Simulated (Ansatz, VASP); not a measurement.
## CdSe: VASP beside Ansatz

```
CELL_PARAMETERS angstrom
-0.06412 3.06778 3.06778
3.06778 -0.06412 3.06778
3.00366 3.00366 0.00000
ATOMIC_POSITIONS crystal
Cd 0.99556 0.99556 0.00444
Se 0.25444 0.25444 0.24556
```

Change from the starting cell: shear_xy strain -4.2%.

Alike in both runs: task single point; functional PBE; k mesh 8 × 8 × 8; occupations fermi-dirac, width 0.02 eV; no spin polarisation.

|  | VASP | Ansatz |
| --- | --- | --- |
| version | VASP 6.6.1 | Ansatz 0.2.0 |
| potentials or method | VASP PAW PBE potentials, release 64 (Cd, Se) | plane waves, PAW |
| plane-wave cutoff (eV) | 520 | 420 |
| valence electrons in the cell | 18 | 36 |

```csv
,VASP,Ansatz,Ansatz less VASP
pressure (GPa),1.7,1.4,-0.29
"traceless stress, the component that is largest in VASP (GPa)",0.89,0.89,-0.004
```

VASP's potentials hold 18 valence electrons a cell and Ansatz's 36, so a difference there can come from the potentials and not from the codes.
